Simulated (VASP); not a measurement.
# Be (P6/mmm) in VASP: a series of runs

Be is run at these levels: PBE; tasks: single point.

All numbers are computed with VASP 6.6.1; they aren't measurements. Logs are shortened: lines on timing, memory, paths and dates and some standing lists are left out, and cuts for length are marked.

## 1. The cell of the first run

It takes space group P6/mmm (No. 191, hexagonal). Conventional cell: a = 3.421 Å, b = 3.421 Å, c = 2.102 Å, α = 90.00°, β = 90.00°, γ = 120.00°. Within 2.8 Å of Be (site symmetry 6/mmm) lie 14 Be at 2.10 to 2.24 Å. Be (site symmetry -6m2) has 11 Be at 1.98 to 2.24 Å within 2.6 Å.

## 2. Single point, PBE (volume scaled by 0.88)

INCAR reads:

```
SYSTEM = Be
PREC = Accurate
ENCUT = 520
EDIFF = 1E-7
ISMEAR = -1
SIGMA = 0.1
LREAL = .False.
LASPH = .True.
NELM = 60
ALGO = Normal
ISIF = 2
LWAVE = .False.
LCHARG = .True.
GGA = PE
LELF = .True.
LVHAR = .True.
NBANDS = 10
```

KPOINTS reads:

```
Automatic mesh
0
Gamma
  11 11 16
  0 0 0
```

POSCAR reads:

```
Be
1.0
    3.4213602041      0.0000000000      0.0000000000
   -1.7106801020      2.9629848523      0.0000000000
    0.0000000000      0.0000000000      2.1015699008
Be
3
Direct
    1.0000000000      1.0000000000      1.0000000000
    0.3333333333      0.6666666667      0.5000000000
    0.6666666667      0.3333333333      0.5000000000
```

Potentials or basis: VASP PAW PBE potentials, release 64 (Be).

Run with:

```bash
$ cat potpaw_PBE.64/Be/POTCAR > POTCAR
$ mpirun -np 1 vasp_std > vasp.out
```

OUTCAR:

```text
SYSTEM = Be
   PREC = Accurate
   ENCUT = 520
   EDIFF = 1E-7
   ISMEAR = -1
   LREAL = .False.
   LASPH = .True.
   NELM = 60
   ISIF = 2
   GGA = PE

 ion  position               nearest neighbor table
   1  0.000  0.000  0.000-   2 2.24   3 2.24   2 2.24   3 2.24   3 2.24   3 2.24   2 2.24   2 2.24
                             3 2.24   3 2.24   2 2.24   2 2.24
   2  0.333  0.667  0.500-   3 1.98   3 1.98   3 1.98   1 2.24   1 2.24   1 2.24   1 2.24   1 2.24
                             1 2.24
   3  0.667  0.333  0.500-   2 1.98   2 1.98   2 1.98   1 2.24   1 2.24   1 2.24   1 2.24   1 2.24
                             1 2.24

  LATTYP: Found a hexagonal cell.
 ALAT       =     3.4213602041
 C/A-ratio  =     0.6142498233

  Lattice vectors:

 A1 = (   3.4213602041,   0.0000000000,   0.0000000000)
 A2 = (  -1.7106801020,   2.9629848523,   0.0000000000)
 A3 = (   0.0000000000,   0.0000000000,   2.1015699008)

Analysis of symmetry for initial positions (statically):
=====================================================================
 Subroutine PRICEL returns:
 Original cell was already a primitive cell.

 Routine SETGRP: Setting up the symmetry group for a
 hexagonal supercell.

 Subroutine GETGRP returns: Found 24 space group operations
 (whereof 24 operations were pure point group operations)
 out of a pool of 24 trial point group operations.

The static configuration has the point symmetry D_6h.

Analysis of symmetry for dynamics (positions and initial velocities):
=====================================================================
 Subroutine PRICEL returns:
 Original cell was already a primitive cell.

 Routine SETGRP: Setting up the symmetry group for a
 hexagonal supercell.

 Subroutine GETGRP returns: Found 24 space group operations
 (whereof 24 operations were pure point group operations)
 out of a pool of 24 trial point group operations.

The dynamic configuration has the point symmetry D_6h.

 Subroutine INISYM returns: Found 24 space group operations
 (whereof 24 operations are pure point group operations),
 and found     1 'primitive' translations

----------------------------------------------------------------------------------------

                                     Primitive cell

  volume of cell :      21.3045

  direct lattice vectors                    reciprocal lattice vectors
     3.421360204  0.000000000  0.000000000     0.292281415  0.168748753  0.000000000
    -1.710680102  2.962984852  0.000000000     0.000000000  0.337497507  0.000000000
     0.000000000  0.000000000  2.101569901     0.000000000  0.000000000  0.475834756

  length of vectors
     3.421360204  3.421360204  2.101569901     0.337497507  0.337497507  0.475834756

  position of ions in fractional coordinates (direct lattice)
     0.000000000  0.000000000  0.000000000
     0.333333333  0.666666667  0.500000000
     0.666666667  0.333333333  0.500000000

  ion indices of the primitive-cell ions
   primitive index   ion index
                 1           1
                 2           2
                 3           3

----------------------------------------------------------------------------------------

 KPOINTS: Automatic mesh

Automatic generation of k-mesh.
 Grid dimensions read from file:
 generate k-points for:   11   11   16

 Generating k-lattice:

  Cartesian coordinates                     Fractional coordinates (reciprocal lattice)
     0.026571038  0.015340796  0.000000000     0.090909091  0.000000000  0.000000000
     0.000000000  0.030681592  0.000000000     0.000000000  0.090909091  0.000000000
     0.000000000  0.000000000  0.029739672     0.000000000  0.000000000  0.062500000

  Length of vectors
     0.030681592  0.030681592  0.029739672

  Shift w.r.t. Gamma in fractional coordinates (k-lattice)
     0.000000000  0.000000000  0.000000000

 Subroutine IBZKPT returns following result:
 ===========================================

 Found    144 irreducible k-points:

 Following reciprocal coordinates:
            Coordinates               Weight
  0.000000  0.000000  0.000000      1.000000
  0.090909 -0.000000  0.000000      6.000000
  0.181818 -0.000000  0.000000      6.000000
  0.272727  0.000000  0.000000      6.000000
  0.363636 -0.000000  0.000000      6.000000
  0.454545  0.000000  0.000000      6.000000
[... 16 lines left out ...]
  0.090909  0.090909  0.062500     12.000000
  0.181818  0.090909  0.062500     24.000000
 [... further k-points ...]
   k-points           NKPTS =    144   k-points in BZ     NKDIM =    144   number of bands    NBANDS=     10
   number of dos      NEDOS =    301   number of ions     NIONS =      3
   total plane-waves  NPLWV =  12544
   dimension x,y,z NGX =    28 NGY =   28 NGZ =   16
   dimension x,y,z NGXF=    56 NGYF=   56 NGZF=   32
   ions per type =               3
   NGX,Y,Z   is equivalent  to a cutoff of  13.61, 13.61, 12.66 a.u.
   NGXF,Y,Z  is equivalent  to a cutoff of  27.21, 27.21, 25.31 a.u.
 SYSTEM =  Be
   PREC   = accura    normal or accurate (medium, high low for compatibility)
   ISTART =      0    job   : 0-new  1-cont  2-samecut
   ICHARG =      2    charge: 1-file 2-atom 10-const
   ISPIN  =      1    spin polarized calculation?
   LNONCOLLINEAR =      F non collinear calculations
   LSORBIT =      F    spin-orbit coupling
   LASPH  =      T    aspherical Exc in radial PAW
   ENCUT  =  520.0 eV  38.22 Ry    6.18 a.u.   6.36  6.36  3.91*2*pi/ulx,y,z
   NELM   =     60;   NELMIN=  2; NELMDL= -5     # of ELM steps
   EDIFF  = 0.1E-06   stopping-criterion for ELM
   LREAL  =      F    real-space projection
   EDIFFG = 0.1E-05   stopping-criterion for IOM
   NSW    =      0    number of steps for IOM
   IBRION =     -1    ionic relax: 0-MD 1-quasi-New 2-CG
   NFREE  =      0    steps in history (QN), initial steepest desc. (CG)
   ISIF   =      2    stress and relaxation
   ISYM   =      2    0-nonsym 1-usesym 2-fastsym
   POTIM  = 0.5000    time-step for ionic-motion
   TEBEG  =    0.0;   TEEND  =   0.0 temperature during run
   PSTRESS=    0.0 pullay stress
   NELECT =       6.0000    total number of electrons
   NUPDOWN=      -1.0000    fix difference up-down
   EMIN   =  10.00;   EMAX   =-10.00  energy-range for DOS
   EFERMI =   0.00;   METHOD = LEGACY
   ISMEAR =    -1;   SIGMA  =   0.10  broadening in eV -4-tet -1-fermi 0-gaus
   EFERMI_NEDOS =   21; number of points for ismear=-14 and -15
   IALGO  =     38    algorithm
   IMIX   =      4    mixing-type and parameters
     AMIX     =   0.40;   BMIX     =  1.00
     AMIX_MAG =   1.60;   BMIX_MAG =  1.00
  volume/ion in A,a.u.               =       7.10        47.92
  Fermi-wavevector in a.u.,A,eV,Ry     =   1.073086  2.027839 15.667295  1.151514
  Thomas-Fermi vector in A             =   2.208875
   LORBIT       =      0    0 simple, 1 ext, 2 COOP (PROOUT), +10 PAW based schemes
   GGA     = PE    functional components
   LHFCALC =     F    Hartree Fock is set to
   AEXX    =    0.0000 exact exchange contribution
   IVDW    =     0    specifies the selected vdW correction
   LEPSILON=     F    determine dielectric tensor
   LRPA    =     F    only Hartree local field effects (RPA)
 non-spin polarized calculation
  energy-cutoff  :      520.00
  volume of cell :       21.30
 maximum number of plane-waves:       589
 NGX is ok and might be reduce to    28
   NGX = 13   NGY = 13   NGZ =  7

 number of electron       6.0000000 magnetization

 Free energy of the ion-electron system (eV)
  ---------------------------------------------------
  ext. energy  EPLUGINS =         0.00000000
  ---------------------------------------------------
  free energy    TOTEN  =       -10.59092484 eV

  energy without entropy =      -10.57325771  energy(sigma->0) =      -10.58209128

 E-fermi :   8.7151     XC(G=0): -10.9676

 val. band max:        8.7010791645   @ k =   0.2727   0.2727   0.5000
 cond. band min:       8.7193669780   @ k =   0.0909  -0.0000   0.0625
 fundamental gap:      0.0182878135
 Fermi energy:         8.7150607208

 k-point     1 :       0.0000    0.0000    0.0000
  band No.  band energies     occupation
      1      -4.0057      2.00000
      2       7.2107      2.00000
      3       7.2107      2.00000
      4       7.4539      1.99999
      5       7.4539      1.99999
      6      15.0267      0.00000
      7      15.3573      0.00000
      8      20.2650      0.00000
      9      29.8098      0.00000
     10      29.8340      0.00000

 k-point     2 :       0.0909   -0.0000    0.0000
  band No.  band energies     occupation
      1      -3.9055      2.00000
      2       5.7020      2.00000
      3       5.9577      2.00000
      4       8.6079      1.48993
      5       8.9745      0.13906
      6      15.4289      0.00000
      7      15.6927      0.00000
      8      20.3915      0.00000
      9      29.3011      0.00000
     10      29.5552      0.00000

 k-point     3 :       0.1818   -0.0000    0.0000
  band No.  band energies     occupation
      1      -3.6048      2.00000
      2       4.0025      2.00000
      3       4.8614      2.00000
      4       9.3005      0.00572
      5      10.8715      0.00000
      6      16.3151      0.00000
      7      16.9405      0.00000
      8      20.7692      0.00000
      9      27.9016      0.00000
     10      28.4747      0.00000

 k-point     4 :       0.2727    0.0000    0.0000
  band No.  band energies     occupation
      1      -3.1033      2.00000
      2       2.3793      2.00000
      3       4.0367      2.00000
      4       9.5442      0.00050
      5      13.0238      0.00000
      6      17.4483      0.00000
      7      18.9774      0.00000
      8      21.3932      0.00000
      9      26.1275      0.00000
     10      26.3018      0.00000
[... 222 lines left out ...]
 k-point    22 :       0.4545    0.0000    0.0625
  band No.  band energies     occupation
      1      -1.3990      2.00000
      2      -0.2911      2.00000
      3       3.3378      2.00000
      4       9.6065      0.00027
      5      18.1116      0.00000
      6      20.1311      0.00000
      7      20.9028      0.00000
      8      21.5305      0.00000
      9      22.6134      0.00000
     10      23.0388      0.00000

 k-point    23 :       0.0909    0.0909    0.0625
  band No.  band energies     occupation
      1      -3.6103      2.00000
      2       4.8725      2.00000
      3       4.8848      2.00000
      4       9.8073      0.00004
      5       9.9453      0.00001
      6      15.8486      0.00000
      7      16.2523      0.00000
      8      20.2241      0.00000
      9      28.1151      0.00000
     10      28.5612      0.00000

 k-point    24 :       0.1818    0.0909    0.0625
  band No.  band energies     occupation
      1      -3.2087      2.00000
      2       3.3028      2.00000
      3       4.0261      2.00000
      4      10.2019      0.00000
      5      11.6885      0.00000
      6      17.1157      0.00000
      7      17.7511      0.00000
      8      20.6497      0.00000
      9      26.2396      0.00000
     10      27.5246      0.00000

 [... further k-points ...]
[... 5 lines left out ...]
  --------------------------------------------------------------------------------------
  -------------------------------------------------------------------------------------
  Total        2.6502728      2.6502728      2.0528101      0.0000000      0.0000000     -0.0000000
  in kB      199.3100018    199.3100018    154.3786667      0.0000000      0.0000000     -0.0000000
  external PRESSURE =     184.3328901 kB  Pullay stress =       0.0000000 kB

 VOLUME and BASIS-vectors are now :
 -----------------------------------------------------------------------------
  energy-cutoff  :      520.00
  volume of cell :       21.30
      direct lattice vectors                 reciprocal lattice vectors
     3.421360204  0.000000000  0.000000000     0.292281415  0.168748753  0.000000000
    -1.710680102  2.962984852  0.000000000     0.000000000  0.337497507  0.000000000
     0.000000000  0.000000000  2.101569901     0.000000000  0.000000000  0.475834756

 POSITION                                       TOTAL-FORCE (eV/Angst)
 -----------------------------------------------------------------------------------
      0.00000      0.00000      0.00000        -0.000000      0.000000     -0.000000
     -0.00000      1.97532      1.05078        -0.000000     -0.000000     -0.000000
      1.71068      0.98766      1.05078         0.000000      0.000000      0.000000
 -----------------------------------------------------------------------------------
    total drift:                                0.000000     -0.000000     -0.000000

  FREE ENERGIE OF THE ION-ELECTRON SYSTEM (eV)
  ---------------------------------------------------
  free  energy   TOTEN  =       -10.5909248414 eV

  energy  without entropy=      -10.5732577131  energy(sigma->0) =      -10.58209128
```

Run time: 24 s. Hardware: 1 thread of Intel Xeon Platinum 8375C at 2.90GHz (Ice Lake), shared host; peak memory 0.14 GiB.

Results:

```
Free energy            : -10.5909 eV
Pressure               : 18.4 GPa
Band gap on the k mesh : zero (band 3 reaches 12.72 eV, above the bottom of band 4 at 7.45 eV)
```

Levels at points of the mesh, in eV from the Fermi level:
| k point | band 1 | band 2 | band 3 | band 4 | band 5 | band 6 | band 7 | band 8 |
| --- | --- | --- | --- | --- | --- | --- | --- | --- |
| (0.00, 0.00, 0.00) | -12.72 | -1.50 | -1.50 | -1.26 | -1.26 | 6.31 | 6.64 | 11.55 |
| (0.00, 0.00, 0.50) | -7.16 | -6.07 | 4.01 | 4.01 | 4.64 | 6.36 | 6.36 | 7.48 |

(Continued in part 2 of 2.)
